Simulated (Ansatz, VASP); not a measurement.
Two plane-wave programs on GaSb

The input INCAR:

```
SYSTEM = GaSb
  PREC = Accurate
  ENCUT = 520
  EDIFF = 1E-6
  ISMEAR = 0
  SIGMA = 0.1
  LREAL = Auto
  LASPH = .TRUE.
  NELM = 100
  ALGO = Normal
  ISIF = 2
  LWAVE = .FALSE.
  LCHARG = .FALSE.
  LDIPOL = .TRUE.
  IDIPOL = 3
  DIPOL = 0.5 0.5 0.403
  GGA = PE
  IVDW = 12
  NBANDS = 86
```

Contents of KPOINTS:

```
regular mesh
0
G
  2 3 1
  0 0 0
```

File POSCAR:

```
GaSb
1.0
    8.6680824697      0.0000000000      0.0000000000
    0.0000000000      6.1292598942      0.0000000000
    0.0000000000      0.0000000000     27.9539618523
Ga Sb
8 8
Direct
    0.2500000000      0.5000000000      0.2861848365
    0.7500000000      0.5000000000      0.2861848365
    0.5000000000      0.0000000000      0.3637058915
    0.0000000000      0.0000000000      0.3637058915
    0.7494851031      0.5045618864      0.4451564794
    0.2506368094      0.5128001424      0.4476070339
    0.0034110862     -0.0582769651      0.5059811280
    0.5020906883     -0.0274511360      0.5100533362
    0.5000000000      0.2500000000      0.2861848365
    0.0000000000      0.2500000000      0.2861848365
    0.7500000000      0.7500000000      0.3637058915
    0.2500000000      0.7500000000      0.3637058915
    0.0010101503      0.2567638099      0.4418047764
    0.4985628945      0.2581039318      0.4396551284
    0.2549210558      0.7301766660      0.5314992223
    0.7482853033      0.7241410868      0.5277122208
```

Input for Ansatz:

```yaml
crystal:
  lattice:
    - [8.6680824697, 0.0, 0.0]
    - [0.0, 6.1292598942, 0.0]
    - [0.0, 0.0, 27.9539618523]
  atoms:
    - { symbol: Ga, position: [0.25, 0.5, 0.2861848365] }
    - { symbol: Ga, position: [0.75, 0.5, 0.2861848365] }
    - { symbol: Sb, position: [0.5, 0.25, 0.2861848365] }
    - { symbol: Sb, position: [0.0, 0.25, 0.2861848365] }
    - { symbol: Ga, position: [0.5, 0.0, 0.3637058915] }
    - { symbol: Ga, position: [0.0, 0.0, 0.3637058915] }
    - { symbol: Sb, position: [0.75, 0.75, 0.3637058915] }
    - { symbol: Sb, position: [0.25, 0.75, 0.3637058915] }
    - { symbol: Ga, position: [0.7494851031, 0.5045618864, 0.4451564794] }
    - { symbol: Ga, position: [0.2506368094, 0.5128001424, 0.4476070339] }
    - { symbol: Sb, position: [0.0010101503, 0.2567638099, 0.4418047764] }
    - { symbol: Sb, position: [0.4985628945, 0.2581039318, 0.4396551284] }
    - { symbol: Ga, position: [0.0034110862, -0.0582769651, 0.505981128] }
    - { symbol: Ga, position: [0.5020906883, -0.027451136, 0.5100533362] }
    - { symbol: Sb, position: [0.2549210558, 0.730176666, 0.5314992223] }
    - { symbol: Sb, position: [0.7482853033, 0.7241410868, 0.5277122208] }
basis:
  ecutwfc: 420
kpoints:
  mp_grid: { grid: [2, 3, 1] }
hamiltonian:
  xc: pbe
  dispersion: d3bj
scf:
  occupations: { method: gaussian, width: 0.1 }
output:
  forces: true
  eigenvalues: true
  write_density: true
  volumetric_format: npy
efield:
  axis: 3
  dipole_correction: true
  ramp_width: 0.04
```

Alike in both runs: task single point; functional PBE; dispersion D3(BJ); k mesh 2 × 3 × 1; occupations gaussian, width 0.1 eV; no spin polarisation.

|  | VASP | Ansatz |
| --- | --- | --- |
| version | VASP 6.6.1 | Ansatz 0.2.0 |
| potentials or method | VASP PAW PBE potentials, release 64 (Ga_d, Sb), cutoff 520 eV | scalar-relativistic, plane waves, PAW |
| valence electrons in the cell | 144 | 224 |

```tsv
	VASP	Ansatz	Ansatz less VASP
gap on the k mesh at the Fermi level (eV)	0.30	0.31	+0.003
least direct gap on the mesh (eV)	0.34	0.34	+0.006
rms of the force components (eV/Å)	0.347	0.350	+0.0030
```

VASP's potentials hold 144 valence electrons a cell and Ansatz's 224, so a difference there can come from the potentials and not from the codes.

Neither program's run includes spin-orbit coupling.
